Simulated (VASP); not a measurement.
# LiCl (Fm-3m) in VASP: notebook

LiCl is run at these levels: PBE; tasks: single point.

Program: VASP 6.6.1. These are calculated values, not measurements. Logs are shortened: lines on timing, memory, paths and dates and some standing lists are left out, and cuts for length are marked.

**1. The cell of the first run**

It takes space group Fm-3m (No. 225, cubic). The conventional cell has a = 5.281 Å, b = 5.281 Å, c = 5.281 Å, α = 90.00°, β = 90.00°, γ = 90.00°. Li (site symmetry m-3m) has 6 Cl at 2.64 Å within 3.5 Å. Cl (site symmetry m-3m) has 6 Li at 2.64 Å within 3.5 Å.

**2. Single point, PBE (K replaced by Li, lengths x 0.852, strained)**

Contents of INCAR:

```
SYSTEM = LiCl
PREC = Accurate
ENCUT = 520
EDIFF = 1E-6
ISMEAR = 0
SIGMA = 0.02
LREAL = .False.
LASPH = .True.
NELM = 100
ALGO = Normal
ISIF = 2
LWAVE = .False.
LCHARG = .True.
GGA = PE
LELF = .True.
LVHAR = .True.
NBANDS = 12
```

Contents of KPOINTS:

```
Automatic mesh
0
Gamma
  8 8 8
  0 0 0
```

Contents of POSCAR:

```
LiCl
1.0
    0.0000000000      2.6406188435      2.6406188435
    2.6406188435      0.0000000000      2.6406188435
    2.6406188435      2.6406188435      0.0000000000
Li Cl
1 1
Direct
    0.0000000000      0.0000000000      0.0000000000
    0.5000000000      0.5000000000      0.5000000000
```

Potentials or basis: VASP PAW PBE potentials, release 64 (Li_sv, Cl).

On the command line:

```
> cat potpaw_PBE.64/Li_sv/POTCAR potpaw_PBE.64/Cl/POTCAR > POTCAR
> mpirun -np 1 vasp_std > vasp.out
```

OUTCAR:

```text
SYSTEM = LiCl
   PREC = Accurate
   ENCUT = 520
   EDIFF = 1E-6
   ISMEAR = 0
   LREAL = .False.
   LASPH = .True.
   NELM = 100
   ISIF = 2
   GGA = PE

 ion  position               nearest neighbor table
   1  0.000  0.000  0.000-
   2  0.500  0.500  0.500-

  LATTYP: Found a face centered cubic cell.
 ALAT       =     5.2812376870

  Lattice vectors:

 A1 = (   0.0000000000,   2.6406188435,   2.6406188435)
 A2 = (   2.6406188435,   0.0000000000,   2.6406188435)
 A3 = (   2.6406188435,   2.6406188435,   0.0000000000)

Analysis of symmetry for initial positions (statically):
=====================================================================
 Subroutine PRICEL returns:
 Original cell was already a primitive cell.

 Routine SETGRP: Setting up the symmetry group for a
 face centered cubic supercell.

 Subroutine GETGRP returns: Found 48 space group operations
 (whereof 48 operations were pure point group operations)
 out of a pool of 48 trial point group operations.

The static configuration has the point symmetry O_h .

Analysis of symmetry for dynamics (positions and initial velocities):
=====================================================================
 Subroutine PRICEL returns:
 Original cell was already a primitive cell.

 Routine SETGRP: Setting up the symmetry group for a
 face centered cubic supercell.

 Subroutine GETGRP returns: Found 48 space group operations
 (whereof 48 operations were pure point group operations)
 out of a pool of 48 trial point group operations.

The dynamic configuration has the point symmetry O_h .

 Subroutine INISYM returns: Found 48 space group operations
 (whereof 48 operations are pure point group operations),
 and found     1 'primitive' translations

----------------------------------------------------------------------------------------

                                     Primitive cell

  volume of cell :      36.8254

  direct lattice vectors                    reciprocal lattice vectors
     0.000000000  2.640618843  2.640618843    -0.189349554  0.189349554  0.189349554
     2.640618843  0.000000000  2.640618843     0.189349554 -0.189349554  0.189349554
     2.640618843  2.640618843  0.000000000     0.189349554  0.189349554 -0.189349554

  length of vectors
     3.734398982  3.734398982  3.734398982     0.327963048  0.327963048  0.327963048

  position of ions in fractional coordinates (direct lattice)
     0.000000000  0.000000000  0.000000000
     0.500000000  0.500000000  0.500000000

  ion indices of the primitive-cell ions
   primitive index   ion index
                 1           1
                 2           2

----------------------------------------------------------------------------------------

 KPOINTS: Automatic mesh

Automatic generation of k-mesh.
 Grid dimensions read from file:
 generate k-points for:    8    8    8

 Generating k-lattice:

  Cartesian coordinates                     Fractional coordinates (reciprocal lattice)
    -0.023668694  0.023668694  0.023668694     0.125000000  0.000000000  0.000000000
     0.023668694 -0.023668694  0.023668694     0.000000000  0.125000000  0.000000000
     0.023668694  0.023668694 -0.023668694     0.000000000  0.000000000  0.125000000

  Length of vectors
     0.040995381  0.040995381  0.040995381

  Shift w.r.t. Gamma in fractional coordinates (k-lattice)
     0.000000000  0.000000000  0.000000000

 Subroutine IBZKPT returns following result:
 ===========================================

 Found     29 irreducible k-points:

 Following reciprocal coordinates:
            Coordinates               Weight
  0.000000  0.000000  0.000000      1.000000
  0.125000  0.000000  0.000000      8.000000
  0.250000  0.000000  0.000000      8.000000
  0.375000  0.000000  0.000000      8.000000
  0.500000  0.000000  0.000000      4.000000
  0.125000  0.125000  0.000000      6.000000
[... 16 lines left out ...]
  0.500000  0.250000  0.125000     48.000000
 -0.375000  0.250000  0.125000     24.000000
 [... further k-points ...]
   k-points           NKPTS =     29   k-points in BZ     NKDIM =     29   number of bands    NBANDS=     12
   number of dos      NEDOS =    301   number of ions     NIONS =      2
   total plane-waves  NPLWV =  21952
   dimension x,y,z NGX =    28 NGY =   28 NGZ =   28
   dimension x,y,z NGXF=    56 NGYF=   56 NGZF=   56
   ions per type =               1   1
   NGX,Y,Z   is equivalent  to a cutoff of  12.46, 12.46, 12.46 a.u.
   NGXF,Y,Z  is equivalent  to a cutoff of  24.93, 24.93, 24.93 a.u.
 SYSTEM =  LiCl
   PREC   = accura    normal or accurate (medium, high low for compatibility)
   ISTART =      0    job   : 0-new  1-cont  2-samecut
   ICHARG =      2    charge: 1-file 2-atom 10-const
   ISPIN  =      1    spin polarized calculation?
   LNONCOLLINEAR =      F non collinear calculations
   LSORBIT =      F    spin-orbit coupling
   LASPH  =      T    aspherical Exc in radial PAW
   ENCUT  =  520.0 eV  38.22 Ry    6.18 a.u.   6.94  6.94  6.94*2*pi/ulx,y,z
   NELM   =    100;   NELMIN=  2; NELMDL= -5     # of ELM steps
   EDIFF  = 0.1E-05   stopping-criterion for ELM
   LREAL  =      F    real-space projection
   EDIFFG = 0.1E-04   stopping-criterion for IOM
   NSW    =      0    number of steps for IOM
   IBRION =     -1    ionic relax: 0-MD 1-quasi-New 2-CG
   NFREE  =      0    steps in history (QN), initial steepest desc. (CG)
   ISIF   =      2    stress and relaxation
   ISYM   =      2    0-nonsym 1-usesym 2-fastsym
   POTIM  = 0.5000    time-step for ionic-motion
   TEBEG  =    0.0;   TEEND  =   0.0 temperature during run
   PSTRESS=    0.0 pullay stress
   NELECT =      10.0000    total number of electrons
   NUPDOWN=      -1.0000    fix difference up-down
   EMIN   =  10.00;   EMAX   =-10.00  energy-range for DOS
   EFERMI =   0.00;   METHOD = LEGACY
   ISMEAR =     0;   SIGMA  =   0.02  broadening in eV -4-tet -1-fermi 0-gaus
   EFERMI_NEDOS =   21; number of points for ismear=-14 and -15
   IALGO  =     38    algorithm
   IMIX   =      4    mixing-type and parameters
     AMIX     =   0.40;   BMIX     =  1.00
     AMIX_MAG =   1.60;   BMIX_MAG =  1.00
  volume/ion in A,a.u.               =      18.41       124.25
  Fermi-wavevector in a.u.,A,eV,Ry     =   1.060130  2.003355 15.291255  1.123876
  Thomas-Fermi vector in A             =   2.195500
   LORBIT       =      0    0 simple, 1 ext, 2 COOP (PROOUT), +10 PAW based schemes
   GGA     = PE    functional components
   LHFCALC =     F    Hartree Fock is set to
   AEXX    =    0.0000 exact exchange contribution
   IVDW    =     0    specifies the selected vdW correction
   LEPSILON=     F    determine dielectric tensor
   LRPA    =     F    only Hartree local field effects (RPA)
 non-spin polarized calculation
 Gauss-broadening in eV      SIGMA  =   0.02
  energy-cutoff  :      520.00
  volume of cell :       36.83
 maximum number of plane-waves:      1002
   NGX = 13   NGY = 13   NGZ = 13

 number of electron      10.0000000 magnetization

 number of electron       9.9999998 magnetization

 Free energy of the ion-electron system (eV)
  ---------------------------------------------------
  ext. energy  EPLUGINS =         0.00000000
  ---------------------------------------------------
  free energy    TOTEN  =        -7.36787340 eV

  energy without entropy =       -7.36787340  energy(sigma->0) =       -7.36787340

 E-fermi :   0.1502     XC(G=0):  -8.3589

 val. band max:       -0.0402134678   @ k =   0.0000   0.0000   0.0000
 cond. band min:       5.8299517477   @ k =   0.0000   0.0000   0.0000
 fundamental gap:      5.8701652155
 Fermi energy:         0.1501561718

 k-point     1 :       0.0000    0.0000    0.0000
  band No.  band energies     occupation
      1     -43.7357      2.00000
      2     -13.1525      2.00000
      3      -0.0402      2.00000
      4      -0.0402      2.00000
      5      -0.0402      2.00000
      6       5.8300      0.00000
      7      11.8117      0.00000
      8      11.8117      0.00000
      9      11.8117      0.00000
     10      13.9577      0.00000
     11      13.9577      0.00000
     12      13.9577      0.00000

 k-point     2 :       0.1250    0.0000    0.0000
  band No.  band energies     occupation
      1     -43.7355      2.00000
      2     -13.0903      2.00000
      3      -0.5057      2.00000
      4      -0.0752      2.00000
      5      -0.0752      2.00000
      6       6.2822      0.00000
      7      10.9837      0.00000
      8      11.6455      0.00000
      9      11.6455      0.00000
     10      12.8328      0.00000
     11      12.8328      0.00000
     12      14.4254      0.00000

 k-point     3 :       0.2500    0.0000    0.0000
  band No.  band energies     occupation
      1     -43.7349      2.00000
      2     -12.9331      2.00000
      3      -1.4361      2.00000
      4      -0.1556      2.00000
      5      -0.1556      2.00000
      6       6.8487      0.00000
      7      10.5207      0.00000
      8      10.5207      0.00000
      9      10.5767      0.00000
     10      13.6856      0.00000
     11      13.6856      0.00000
     12      14.9555      0.00000
[... 286 lines left out ...]
 k-point    23 :       0.5000    0.2500    0.1250
  band No.  band energies     occupation
      1     -43.7341      2.00000
      2     -12.6629      2.00000
      3      -2.0702      2.00000
      4      -1.0749      2.00000
      5      -0.4594      2.00000
      6       8.0988      0.00000
      7       9.1930      0.00000
      8      10.0897      0.00000
      9      10.9120      0.00000
     10      13.9649      0.00000
     11      16.9489      0.00000
     12      17.2460      0.00000

 k-point    24 :      -0.3750    0.2500    0.1250
  band No.  band energies     occupation
      1     -43.7338      2.00000
      2     -12.6010      2.00000
      3      -2.2651      2.00000
      4      -1.1593      2.00000
      5      -0.5361      2.00000
      6       7.9783      0.00000
      7       9.1289      0.00000
      8      10.2970      0.00000
      9      11.1427      0.00000
     10      15.0720      0.00000
     11      15.5217      0.00000
     12      17.6064      0.00000

 [... further k-points ...]
[... 5 lines left out ...]
  --------------------------------------------------------------------------------------
  -------------------------------------------------------------------------------------
  Total       -0.4900510     -0.4900510     -0.4900510      0.0000000      0.0000000      0.0000000
  in kB      -21.3208618    -21.3208618    -21.3208618      0.0000000      0.0000000      0.0000000
  external PRESSURE =     -21.3208618 kB  Pullay stress =       0.0000000 kB

 VOLUME and BASIS-vectors are now :
 -----------------------------------------------------------------------------
  energy-cutoff  :      520.00
  volume of cell :       36.83
      direct lattice vectors                 reciprocal lattice vectors
     0.000000000  2.640618843  2.640618843    -0.189349554  0.189349554  0.189349554
     2.640618843  0.000000000  2.640618843     0.189349554 -0.189349554  0.189349554
     2.640618843  2.640618843  0.000000000     0.189349554  0.189349554 -0.189349554

 POSITION                                       TOTAL-FORCE (eV/Angst)
 -----------------------------------------------------------------------------------
      0.00000      0.00000      0.00000        -0.000000      0.000000      0.000000
      2.64062      2.64062      2.64062         0.000000     -0.000000     -0.000000
 -----------------------------------------------------------------------------------
    total drift:                                0.000000      0.000000      0.000000

  FREE ENERGIE OF THE ION-ELECTRON SYSTEM (eV)
  ---------------------------------------------------
  free  energy   TOTEN  =        -7.3678733975 eV

  energy  without entropy=       -7.3678733975  energy(sigma->0) =       -7.36787340
```

Wall time 6.7 s (1 thread of AMD EPYC 9R45 (Zen 5), shared host); peak memory 0.12 GiB.

What came out:

```
Free energy            : -7.3679 eV
Band gap on the k mesh : 5.87 eV, direct
```

Caveat: the cell differs from its parent crystal (K replaced by Li, lengths x 0.852, strained); the cutoff is under 1.25 times the usual one of these potentials, so pressure, stress and relaxed cells hold a basis-set (Pulay) error. A k mesh can miss the band edges.

**3. Single point, PBE (K replaced by Li, lengths x 0.852, strained)**

Contents of INCAR:

```
ALGO = Normal
EDIFF = 1E-7
ENCUT = 520
GGA = PE
ISIF = 2
ISMEAR = 0
LASPH = True
LCHARG = False
LREAL = False
LWAVE = False
NBANDS = 12
NELM = 100
PREC = Accurate
SIGMA = 0.02
```

Contents of KPOINTS:

```
k-points
0
Gamma
  8 8 8
```

Contents of POSCAR:

```
LiCl
1.0
    0.0000000000      2.7845846037      2.7845846037
    2.7845846037      0.0000000000      2.7845846037
    2.7845846037      2.7845846037      0.0000000000
Li Cl
1 1
Direct
    0.0000000000      0.0000000000      0.0000000000
    0.5000000000      0.5000000000      0.5000000000
```

Potentials or basis: VASP PAW PBE potentials, release 64 (Li_sv, Cl).

On the command line:

```
> cat potpaw_PBE.64/Li_sv/POTCAR potpaw_PBE.64/Cl/POTCAR > POTCAR
> mpirun -np 1 vasp_std > vasp.out
```

Wall time 16 s (1 thread of AMD EPYC 7R13, shared host); peak memory 0.16 GiB.

The run converged. Its results:

```yaml
Free_energy: -7.2299 eV
Band_gap_on_the_k_mesh: 5.16 eV, direct
```

Levels at points of the mesh, in eV from the valence-band top:
| k point | band 3 | band 4 | band 5 | band 6 | band 7 | band 8 |
| --- | --- | --- | --- | --- | --- | --- |
| (0.00, 0.00, 0.00) | 0.00 | 0.00 | 0.00 | 5.16 | 11.64 | 11.64 |
| (0.50, 0.00, 0.00) | -1.95 | -0.17 | -0.17 | 6.46 | 9.26 | 9.26 |
| (0.50, 0.50, 0.00) | -1.94 | -0.72 | -0.72 | 7.29 | 8.51 | 10.55 |

Caveat: the cell differs from its parent crystal (K replaced by Li, lengths x 0.852, strained); the cutoff is under 1.25 times the usual one of these potentials, so pressure, stress and relaxed cells hold a basis-set (Pulay) error. A k mesh can miss the band edges.
